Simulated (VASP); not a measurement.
# Be3S5 (R-3m) in VASP: single point with PBE

Aim: the single point of Be3S5 with PBE.

Program: VASP 6.6.1. These are calculated values, not measurements. Logs are shortened: lines on timing, memory, paths and dates and some standing lists are left out, and cuts for length are marked.

### Step 1. The cell of the first run

It takes space group R-3m (No. 166, trigonal). Conventional cell: a = 5.718 Å, b = 5.718 Å, c = 14.829 Å, α = 90.00°, β = 90.00°, γ = 120.00°. Within 2.6 Å of Be (site symmetry 2/m) lie 2 S at 1.95 Å. S (site symmetry 3m) has 3 Be at 1.95 Å within 2.6 Å. S (site symmetry -3m) has 2 S at 2.39 Å and 6 Be at 2.86 Å within 3.2 Å. S (site symmetry 3m) has 1 S at 2.39 Å and 3 Be at 3.04 Å within 3.2 Å.

### Step 2. Single point, PBE

File INCAR:

```
SYSTEM = Be3S5
  PREC = Accurate
  ENCUT = 600
  EDIFF = 1E-6
  ISMEAR = 0
  SIGMA = 0.2
  LREAL = .False.
  LASPH = .True.
  NELM = 120
  ALGO = Normal
  ISIF = 2
  LWAVE = .False.
  LCHARG = .False.
  GGA = PE
  NBANDS = 28
  GGA_COMPAT = .False.
```

File KPOINTS:

```
regular mesh
0
Gamma
  4 4 4
  0 0 0
```

File POSCAR:

```
Be3S5
1.0
    2.8592074210      1.6507641730      4.9429882378
   -2.8592074210      1.6507641730      4.9429882378
    0.0000000000     -3.3015283496      4.9429882366
Be S
3 5
Direct
    0.0000000000      0.0000000000      0.5000000000
    0.5000000000      0.0000000000      0.0000000000
    0.0000000000      0.5000000000      0.0000000000
    0.9027462130      0.9027462130      0.9027462130
    0.0972537870      0.0972537870      0.0972537870
    0.5000000000      0.5000000000      0.5000000000
    0.3390892993      0.3390892993      0.3390892993
    0.6609107007      0.6609107007      0.6609107007
```

Potentials or basis: VASP PAW PBE potentials, release 64 (Be, S).

Started as:

```console
$ cat potpaw_PBE.64/Be/POTCAR potpaw_PBE.64/S/POTCAR > POTCAR
$ mpirun -np 1 vasp_std > vasp.out
```

OUTCAR:

```text
SYSTEM = Be3S5
   PREC = Accurate
   ENCUT = 600
   EDIFF = 1E-6
   ISMEAR = 0
   LREAL = .False.
   LASPH = .True.
   NELM = 120
   ISIF = 2
   GGA = PE

 ion  position               nearest neighbor table
   1  0.000  0.000  0.500-   4 1.95   5 1.95
   2  0.500  0.000  0.000-   4 1.95   5 1.95
   3  0.000  0.500  0.000-   4 1.95   5 1.95
   4  0.903  0.903  0.903-   2 1.95   3 1.95   1 1.95
   5  0.097  0.097  0.097-   2 1.95   3 1.95   1 1.95
   6  0.500  0.500  0.500-   7 2.39   8 2.39
   7  0.339  0.339  0.339-   6 2.39
   8  0.661  0.661  0.661-   6 2.39

  LATTYP: Found a trigonal (rhomboedric) cell.
 ALAT       =     5.9441754811
 COS(alpha) =     0.5372588981

  Lattice vectors:

 A1 = (   2.8592074210,   1.6507641730,   4.9429882378)
 A2 = (  -2.8592074210,   1.6507641730,   4.9429882378)
 A3 = (   0.0000000000,  -3.3015283496,   4.9429882366)

Analysis of symmetry for initial positions (statically):
=====================================================================
 Subroutine PRICEL returns:
 Original cell was already a primitive cell.

 Routine SETGRP: Setting up the symmetry group for a
 trigonal (rhombohedral) supercell.

 Subroutine GETGRP returns: Found 12 space group operations
 (whereof 12 operations were pure point group operations)
 out of a pool of 12 trial point group operations.

The static configuration has the point symmetry D_3d.

Analysis of symmetry for dynamics (positions and initial velocities):
=====================================================================
 Subroutine PRICEL returns:
 Original cell was already a primitive cell.

 Routine SETGRP: Setting up the symmetry group for a
 trigonal (rhombohedral) supercell.

 Subroutine GETGRP returns: Found 12 space group operations
 (whereof 12 operations were pure point group operations)
 out of a pool of 12 trial point group operations.

The dynamic configuration has the point symmetry D_3d.

 Subroutine INISYM returns: Found 12 space group operations
 (whereof 12 operations are pure point group operations),
 and found     1 'primitive' translations

----------------------------------------------------------------------------------------

                                     Primitive cell

[... 91 lines left out ...]
   LREAL  =      F    real-space projection
   EDIFFG = 0.1E-04   stopping-criterion for IOM
   NSW    =      0    number of steps for IOM
   IBRION =     -1    ionic relax: 0-MD 1-quasi-New 2-CG
   NFREE  =      0    steps in history (QN), initial steepest desc. (CG)
   ISIF   =      2    stress and relaxation
   ISYM   =      2    0-nonsym 1-usesym 2-fastsym
   POTIM  = 0.5000    time-step for ionic-motion
   TEBEG  =    0.0;   TEEND  =   0.0 temperature during run
   PSTRESS=    0.0 pullay stress
   NELECT =      36.0000    total number of electrons
   NUPDOWN=      -1.0000    fix difference up-down
   EMIN   =  10.00;   EMAX   =-10.00  energy-range for DOS
   EFERMI =   0.00;   METHOD = LEGACY
   ISMEAR =     0;   SIGMA  =   0.20  broadening in eV -4-tet -1-fermi 0-gaus
   EFERMI_NEDOS =   21; number of points for ismear=-14 and -15
   IALGO  =     38    algorithm
   IMIX   =      4    mixing-type and parameters
     AMIX     =   0.40;   BMIX     =  1.00
     AMIX_MAG =   1.60;   BMIX_MAG =  1.00
  volume/ion in A,a.u.               =      17.50       118.08
  Fermi-wavevector in a.u.,A,eV,Ry     =   1.041083  1.967361 14.746713  1.083853
  Thomas-Fermi vector in A             =   2.175687
   LORBIT       =      0    0 simple, 1 ext, 2 COOP (PROOUT), +10 PAW based schemes
   GGA     = PE    functional components
   LHFCALC =     F    Hartree Fock is set to
   AEXX    =    0.0000 exact exchange contribution
   IVDW    =     0    specifies the selected vdW correction
   LEPSILON=     F    determine dielectric tensor
   LRPA    =     F    only Hartree local field effects (RPA)
 non-spin polarized calculation
 Gauss-broadening in eV      SIGMA  =   0.20
  energy-cutoff  :      600.00
  volume of cell :      139.98
 maximum number of plane-waves:      4698
   NGX = 23   NGY = 23   NGZ = 23

 number of electron      36.0000000 magnetization

 Free energy of the ion-electron system (eV)
  ---------------------------------------------------
  ext. energy  EPLUGINS =         0.00000000
  ---------------------------------------------------
  free energy    TOTEN  =       -31.58351423 eV

  energy without entropy =      -31.50038264  energy(sigma->0) =      -31.54194844

 E-fermi :   3.8934     XC(G=0):  -9.3684

 val. band max:        3.8918139530   @ k =   0.5000   0.5000   0.2500
 cond. band min:       3.9041474096   @ k =  -0.2500   0.2500   0.0000
 fundamental gap:      0.0123334566
 Fermi energy:         3.8933535929

 k-point     1 :       0.0000    0.0000    0.0000
  band No.  band energies     occupation
      1     -10.5468      2.00000
      2      -9.3713      2.00000
      3      -8.9327      2.00000
      4      -7.2897      2.00000
      5      -6.5564      2.00000
      6      -1.3632      2.00000
[... 392 lines left out ...]
     27      10.9058      0.00000
     28      10.9118      0.00000

------------------------ aborting loop because EDIFF is reached ----------------------------------------

  FORCE on cell =-STRESS in cart. coord.  units (eV):
  Direction    XX          YY          ZZ          XY          YZ          ZX
  --------------------------------------------------------------------------------------
  -------------------------------------------------------------------------------------
  Total        0.1282744      0.1282744     -0.0216046      0.0000000      0.0000000      0.0000000
  in kB        1.4681797      1.4681797     -0.2472777      0.0000000      0.0000000      0.0000000
  external PRESSURE =       0.8963606 kB  Pullay stress =       0.0000000 kB

 VOLUME and BASIS-vectors are now :
 -----------------------------------------------------------------------------
  energy-cutoff  :      600.00
  volume of cell :      139.98
      direct lattice vectors                 reciprocal lattice vectors
     2.859207421  1.650764173  4.942988238     0.174873637  0.100963341  0.067435591
    -2.859207421  1.650764173  4.942988238    -0.174873637  0.100963341  0.067435591
     0.000000000 -3.301528350  4.942988237     0.000000000 -0.201926683  0.067435591

 POSITION                                       TOTAL-FORCE (eV/Angst)
 -----------------------------------------------------------------------------------
      0.00000     -1.65076      2.47149        -0.000000      0.000000     -0.000000
      1.42960      0.82538      2.47149        -0.000000      0.000000      0.000000
     -1.42960      0.82538      2.47149        -0.000000      0.000000     -0.000000
      0.00000     -0.00000     13.38679        -0.000000      0.000000     -0.014519
      0.00000     -0.00000      1.44217        -0.000000     -0.000000      0.014519
      0.00000     -0.00000      7.41448         0.000000      0.000000      0.000000
      0.00000     -0.00000      5.02834        -0.000000     -0.000000      0.009708
      0.00000     -0.00000      9.80062        -0.000000      0.000000     -0.009708
 -----------------------------------------------------------------------------------
    total drift:                                0.000000      0.000000     -0.000000

  FREE ENERGIE OF THE ION-ELECTRON SYSTEM (eV)
  ---------------------------------------------------
  free  energy   TOTEN  =       -31.5835142300 eV

  energy  without entropy=      -31.5003826447  energy(sigma->0) =      -31.54194844
```

OSZICAR:

```text
N       E                     dE             d eps       ncg     rms          rms(c)
DAV:   1     0.170204030135E+03    0.17020E+03   -0.16493E+04   728   0.123E+03
DAV:   2    -0.158234696590E+02   -0.18603E+03   -0.17673E+03   904   0.205E+02
DAV:   3    -0.319545673174E+02   -0.16131E+02   -0.15798E+02   968   0.677E+01
DAV:   4    -0.323031357460E+02   -0.34857E+00   -0.34654E+00   936   0.111E+01
DAV:   5    -0.323112180681E+02   -0.80823E-02   -0.80750E-02   956   0.176E+00    0.158E+01
DAV:   6    -0.316351039037E+02    0.67611E+00   -0.10182E+00   896   0.442E+00    0.951E+00
DAV:   7    -0.315903862513E+02    0.44718E-01   -0.98650E-01   908   0.416E+00    0.254E+00
DAV:   8    -0.315828868072E+02    0.74994E-02   -0.11775E-01   880   0.168E+00    0.147E+00
DAV:   9    -0.315837367735E+02   -0.84997E-03   -0.13376E-02   916   0.555E-01    0.617E-01
DAV:  10    -0.315835486323E+02    0.18814E-03   -0.14289E-03   972   0.199E-01    0.370E-01
DAV:  11    -0.315835262180E+02    0.22414E-04   -0.48322E-04   856   0.115E-01    0.777E-02
DAV:  12    -0.315835062168E+02    0.20001E-04   -0.20285E-04   932   0.645E-02    0.245E-02
DAV:  13    -0.315835135978E+02   -0.73810E-05   -0.34827E-05   928   0.278E-02    0.203E-02
DAV:  14    -0.315835142300E+02   -0.63221E-06   -0.32952E-06   828   0.921E-03
   1 F= -.31583514E+02 E0= -.31541948E+02  d E =-.831316E-01
```

Wall time 38 s (1 thread of Intel Xeon 6975P-C (Granite Rapids), shared host); peak memory 0.32 GiB.

Results:

- Free energy: -31.5835 eV
- Pressure: 0.1 GPa
- Largest force: 0.015 eV/Å
- Band gap on the k mesh: zero (band 18 reaches 3.90 eV, above the bottom of band 19 at 3.65 eV)

Forces on the atoms (eV/Å):
```
Be   0.000  0.000  0.000
Be   0.000  0.000  0.000
Be   0.000  0.000  0.000
S    0.000  0.000 -0.015
S    0.000  0.000  0.015
S    0.000  0.000  0.000
S    0.000  0.000  0.010
S    0.000  0.000 -0.010
```
